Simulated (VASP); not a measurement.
# Ho (Fm-3m) in VASP: further runs

Runs on Ho. Level: PBE. Tasks: single point.

All numbers are computed with VASP 6.6.1; they aren't measurements. Logs are shortened: lines on timing, memory, paths and dates and some standing lists are left out, and cuts for length are marked.

### 1 The cell of the first run

The structure is cubic, space group Fm-3m (No. 225). The conventional cell has a = 4.887 Å, b = 4.887 Å, c = 4.887 Å, α = 90.00°, β = 90.00°, γ = 90.00°. Ho (site symmetry m-3m) has 12 Ho at 3.46 Å within 4.5 Å.

This isn't the form of Ho at room conditions, which is hcp.

### 2 Single point, PBE, collinear spin, ferromagnetic start (29.17 Å³/atom)

Input file INCAR:

```
PREC     = Accurate       # precision mode
ENCUT    = 520            # plane-wave cutoff, eV
EDIFF    = 1E-7           # SCF threshold, eV
ISMEAR   = -1             # smearing method
SIGMA    = 0.05           # smearing width, eV
LREAL    = F              # projectors in reciprocal space
LASPH    = T              # aspherical terms in the spheres
NELM     = 150            # most SCF steps
ALGO     = Normal         # electronic algorithm
ISIF     = 2              # what is computed and relaxed
LWAVE    = F              # write WAVECAR
LCHARG   = T              # write CHGCAR
ISPIN    = 2              # spin polarisation
MAGMOM   = 4              # initial moments
LORBIT   = 11             # projections on sites
LMAXMIX  = 6              # l up to which the mixer works
GGA      = PE             # functional
LELF     = T              # ELF
LVHAR    = T            
NBANDS   = 20             # bands
```

Input file KPOINTS:

```
Automatic mesh
0
Gamma
  9 9 9
```

Input file POSCAR:

```
Ho
1.0
    0.0000000000      2.4433280919      2.4433280919
    2.4433280919      0.0000000000      2.4433280919
    2.4433280919      2.4433280919      0.0000000000
Ho
1
Direct
    0.0000000000      0.0000000000      0.0000000000
```

Potentials or basis: VASP PAW PBE potentials, release 64 (Ho).

Run with:

```
$ cat potpaw_PBE.64/Ho/POTCAR > POTCAR
$ mpirun -np 1 vasp_std > vasp.out
```

OUTCAR:

```text
PREC = Accurate
   ENCUT = 520
   EDIFF = 1E-7
   ISMEAR = -1
   LREAL = F
   LASPH = T
   NELM = 150
   ISIF = 2
   ISPIN = 2
   LORBIT = 11
   GGA = PE

 ion  position               nearest neighbor table
   1  0.000  0.000  0.000-

  LATTYP: Found a face centered cubic cell.
 ALAT       =     4.8866561838

  Lattice vectors:

 A1 = (   0.0000000000,   2.4433280919,   2.4433280919)
 A2 = (   2.4433280919,   0.0000000000,   2.4433280919)
 A3 = (   2.4433280919,   2.4433280919,   0.0000000000)

Analysis of symmetry for initial positions (statically):
=====================================================================
 Subroutine PRICEL returns:
 Original cell was already a primitive cell.

 Routine SETGRP: Setting up the symmetry group for a
 face centered cubic supercell.

 Subroutine GETGRP returns: Found 48 space group operations
 (whereof 48 operations were pure point group operations)
 out of a pool of 48 trial point group operations.

The static configuration has the point symmetry O_h .

Analysis of symmetry for dynamics (positions and initial velocities):
=====================================================================
 Subroutine PRICEL returns:
 Original cell was already a primitive cell.

 Routine SETGRP: Setting up the symmetry group for a
 face centered cubic supercell.

 Subroutine GETGRP returns: Found 48 space group operations
 (whereof 48 operations were pure point group operations)
 out of a pool of 48 trial point group operations.

The dynamic configuration has the point symmetry O_h .

Analysis of structural, dynamic, and magnetic symmetry:
=====================================================================
 Subroutine PRICEL returns:
 Original cell was already a primitive cell.

 Routine SETGRP: Setting up the symmetry group for a
 face centered cubic supercell.

 Subroutine GETGRP returns: Found 48 space group operations
 (whereof 48 operations were pure point group operations)
 out of a pool of 48 trial point group operations.

The overall configuration has the point symmetry O_h .

 Subroutine INISYM returns: Found 48 space group operations
 (whereof 48 operations are pure point group operations),
 and found     1 'primitive' translations

----------------------------------------------------------------------------------------

                                     Primitive cell

[... 100 lines left out ...]
   NUPDOWN=      -1.0000    fix difference up-down
   EMIN   =  10.00;   EMAX   =-10.00  energy-range for DOS
   EFERMI =   0.00;   METHOD = LEGACY
   ISMEAR =    -1;   SIGMA  =   0.05  broadening in eV -4-tet -1-fermi 0-gaus
   EFERMI_NEDOS =   21; number of points for ismear=-14 and -15
   IALGO  =     38    algorithm
   IMIX   =      4    mixing-type and parameters
     AMIX     =   0.40;   BMIX     =  1.00
     AMIX_MAG =   1.60;   BMIX_MAG =  1.00
  volume/ion in A,a.u.               =      29.17       196.87
  Fermi-wavevector in a.u.,A,eV,Ry     =   1.467201  2.772607 29.288954  2.152677
  Thomas-Fermi vector in A             =   2.582847
   LORBIT       =     11    0 simple, 1 ext, 2 COOP (PROOUT), +10 PAW based schemes
   GGA     = PE    functional components
   LHFCALC =     F    Hartree Fock is set to
   AEXX    =    0.0000 exact exchange contribution
   IVDW    =     0    specifies the selected vdW correction
   LEPSILON=     F    determine dielectric tensor
   LRPA    =     F    only Hartree local field effects (RPA)
 spin polarized calculation
  energy-cutoff  :      520.00
  volume of cell :       29.17
 maximum number of plane-waves:       801
 NGX is ok and might be reduce to    28
   NGX = 13   NGY = 13   NGZ = 13

 number of electron      20.9999995 magnetization       3.6437254

 Free energy of the ion-electron system (eV)
  ---------------------------------------------------
  ext. energy  EPLUGINS =         0.00000000
  ---------------------------------------------------
  free energy    TOTEN  =        -6.45498867 eV

  energy without entropy =       -6.40988025  energy(sigma->0) =       -6.43243446

 E-fermi :   2.8565     XC(G=0): -10.4459

 val. band max:        2.8559040799   @ k =  -0.3333   0.4444   0.1111
 cond. band min:       2.8799880909   @ k =  -0.3333   0.3333   0.0000
 fundamental gap:      0.0240840110
 Fermi energy:         2.8564533683

 spin component 1

 k-point     1 :       0.0000    0.0000    0.0000
  band No.  band energies     occupation
      1     -45.1945      1.00000
      2     -19.7940      1.00000
      3     -19.7940      1.00000
      4     -19.7940      1.00000
      5      -2.4632      1.00000
      6      -0.0511      1.00000
[... 541 lines left out ...]
     19      12.7274      0.00000
     20      13.9463      0.00000

 [... further k-points ...]

 spin component 2

 k-point     1 :       0.0000    0.0000    0.0000
  band No.  band energies     occupation
      1     -43.6122      1.00000
      2     -18.6275      1.00000
      3     -18.6274      1.00000
      4     -18.6274      1.00000
      5      -2.1790      1.00000
      6       2.0512      1.00000
[... 541 lines left out ...]
     19      13.2475      0.00000
     20      14.5098      0.00000

 [... further k-points ...]

------------------------ aborting loop because EDIFF is reached ----------------------------------------

  FORCE on cell =-STRESS in cart. coord.  units (eV):
  Direction    XX          YY          ZZ          XY          YZ          ZX
  --------------------------------------------------------------------------------------
  -------------------------------------------------------------------------------------
  Total        0.8965909      0.8965909      0.8965909     -0.0000000      0.0000000     -0.0000000
  in kB       49.2413018     49.2413018     49.2413018     -0.0000000      0.0000000     -0.0000000
  external PRESSURE =      49.2413018 kB  Pullay stress =       0.0000000 kB

 VOLUME and BASIS-vectors are now :
 -----------------------------------------------------------------------------
  energy-cutoff  :      520.00
  volume of cell :       29.17
      direct lattice vectors                 reciprocal lattice vectors
     0.000000000  2.443328092  2.443328092    -0.204638911  0.204638911  0.204638911
     2.443328092  0.000000000  2.443328092     0.204638911 -0.204638911  0.204638911
     2.443328092  2.443328092  0.000000000     0.204638911  0.204638911 -0.204638911

 POSITION                                       TOTAL-FORCE (eV/Angst)
 -----------------------------------------------------------------------------------
      0.00000      0.00000      0.00000         0.000000      0.000000      0.000000
 -----------------------------------------------------------------------------------
    total drift:                               -0.000000      0.000000      0.000000

  FREE ENERGIE OF THE ION-ELECTRON SYSTEM (eV)
  ---------------------------------------------------
  free  energy   TOTEN  =        -6.4549886739 eV

  energy  without entropy=       -6.4098802489  energy(sigma->0) =       -6.43243446

 total charge

# of ion       s       p       d       f       tot
--------------------------------------------------
    1        2.131   5.703   0.463  10.309  18.606

 magnetization (x)

# of ion       s       p       d       f       tot
--------------------------------------------------
    1        0.006  -0.021   0.064   3.455   3.504
```

OSZICAR:

```text
N       E                     dE             d eps       ncg     rms          rms(c)
DAV:   1     0.101074889775E+03    0.10107E+03   -0.73961E+03  3660   0.572E+03
DAV:   2     0.732494770332E+01   -0.93750E+02   -0.86909E+02  3440   0.402E+02
[... 24 lines left out ...]
DAV:  27    -0.645496245350E+01    0.13858E-03   -0.17593E-04  4516   0.496E-01    0.609E-01
DAV:  28    -0.645497398608E+01   -0.11533E-04   -0.25063E-05  4772   0.696E-02    0.381E-01
DAV:  29    -0.645499363804E+01   -0.19652E-04   -0.15740E-05  4424   0.108E-01    0.311E-01
DAV:  30    -0.645498885373E+01    0.47843E-05   -0.83885E-06  4596   0.125E-01    0.138E-01
DAV:  31    -0.645498858407E+01    0.26966E-06   -0.76315E-07  4684   0.123E-02    0.451E-02
DAV:  32    -0.645498867386E+01   -0.89793E-07   -0.98779E-08  2536   0.147E-02
   1 F= -.64549887E+01 E0= -.64324345E+01  d E =-.451084E-01  mag=     3.6442
```

Wall time 2.1 min (1 thread of AMD EPYC 7R13 (Zen 3), shared host); peak memory 0.17 GiB.

What came out:

- Free energy: -6.4550 eV
- Pressure: 4.9 GPa
- Net moment: 3.64 μB per cell
- Site moments: Ho +3.50 μB
- Valence electrons inside the program's atomic spheres: Ho 18.61

Caveat: the magnetic or orbital state may not be the lowest; the cell stands under pressure; spin-orbit coupling is left out, which moves the levels of the heavy elements; semilocal functionals describe open f shells poorly, which spoils levels, moments and volumes. The state reached can hang on the start; a lower one may exist.

### 3 Single point, PBE, collinear spin, ferromagnetic start (30.41 Å³/atom)

This run uses another cell than the first one, of 30.41 Å³/atom.

Input file INCAR:

```
PREC = Accurate
ENCUT = 520
EDIFF = 1E-6
ISMEAR = -1
SIGMA = 0.05
LREAL = F
LASPH = T
NELM = 150
ALGO = Normal
ISIF = 2
LWAVE = F
LCHARG = F
ISPIN = 2
MAGMOM = 4
LORBIT = 11
LMAXMIX = 6
GGA = PE
NBANDS = 20
```

KPOINTS is that of step 2.

Input file POSCAR:

```
Ho
1.0
    0.0000000000      2.4775049392      2.4775049392
    2.4775049392      0.0000000000      2.4775049392
    2.4775049392      2.4775049392      0.0000000000
Ho
1
Direct
    0.0000000000      0.0000000000      0.0000000000
```

Potentials or basis: VASP PAW PBE potentials, release 64 (Ho).

Run with:

```
$ cat potpaw_PBE.64/Ho/POTCAR > POTCAR
$ mpirun -np 1 vasp_std > vasp.out
```

Wall time 1.9 min (1 thread of AMD EPYC 7R13 (Zen 3), shared host); peak memory 0.17 GiB.

The run converged. Its results:

- Free energy: -6.4880 eV
- Pressure: 3.3 GPa
- Net moment: 3.64 μB per cell
- Site moments: Ho +3.49 μB
- Valence electrons inside the program's atomic spheres: Ho 18.59

Levels at points of the mesh, in eV from the Fermi level:
Spin up:
```
           k point  band 9  band 10  band 11  band 12  band 13  band 14  band 15  band 16
(0.00, 0.00, 0.00)   -2.30    -2.20    -2.20    -2.20     2.30     2.30     2.30     4.86
```
Spin down:
```tsv
k point	band 7	band 8	band 9	band 10	band 11	band 12
(0.00, 0.00, 0.00)	-0.21	-0.20	-0.20	1.02	1.02	1.02
```

Caveat: the magnetic or orbital state may not be the lowest; the cell stands under pressure; spin-orbit coupling is left out, which moves the levels of the heavy elements; semilocal functionals describe open f shells poorly, which spoils levels, moments and volumes.

### 4 Single point, PBE, collinear spin, ferromagnetic start (31.66 Å³/atom)

This run uses another cell than the first one, of 31.66 Å³/atom.

Input file INCAR:

```
SYSTEM = Ho
ALGO = Normal
EDIFF = 1E-6
ENCUT = 520
GGA = PE
ISIF = 2
ISMEAR = -1
ISPIN = 2
LASPH = .True.
LCHARG = .False.
LMAXMIX = 6
LORBIT = 11
LREAL = .False.
LWAVE = .False.
MAGMOM = 4
NBANDS = 20
NELM = 150
PREC = Accurate
SIGMA = 0.05
```

Input file KPOINTS:

```
k-points
0
Gamma
  9 9 9
  0 0 0
```

Input file POSCAR:

```
Ho
1.0
    0.0000000000      2.5107640077      2.5107640077
    2.5107640077      0.0000000000      2.5107640077
    2.5107640077      2.5107640077      0.0000000000
Ho
1
Direct
    0.0000000000      0.0000000000      0.0000000000
```

Run with:

```
$ cat potpaw_PBE.64/Ho/POTCAR > POTCAR
$ mpirun -np 1 vasp_std > vasp.out
```

Run time: 95 s. Hardware: 1 thread of AMD EPYC 7R13 (Zen 3), shared host; peak memory 0.17 GiB.

It converged, with:

```
Free energy                                           : -6.5103 eV
Pressure                                              : 2.2 GPa
Net moment                                            : 3.63 μB per cell
Site moments                                          : Ho +3.48 μB
Valence electrons inside the program's atomic spheres : Ho 18.57
```

Levels at points of the mesh, in eV from the Fermi level:
Spin up:
| k point | band 10 | band 11 | band 12 | band 13 | band 14 | band 15 |
| --- | --- | --- | --- | --- | --- | --- |
| (0.00, 0.00, 0.00) | -2.18 | -2.18 | -2.18 | 2.26 | 2.26 | 2.26 |
Spin down:
| k point | band 5 | band 6 | band 7 | band 8 | band 9 | band 10 | band 11 | band 12 | band 13 | band 14 |
| --- | --- | --- | --- | --- | --- | --- | --- | --- | --- | --- |
| (0.00, 0.00, 0.00) | -4.94 | -0.77 | -0.20 | -0.20 | -0.20 | 1.02 | 1.02 | 1.02 | 2.76 | 2.76 |

Caveat: the magnetic or orbital state may not be the lowest; spin-orbit coupling is left out, which moves the levels of the heavy elements; semilocal functionals describe open f shells poorly, which spoils levels, moments and volumes. The state reached can hang on the start; a lower one may exist.

[end of part 1 of 2]
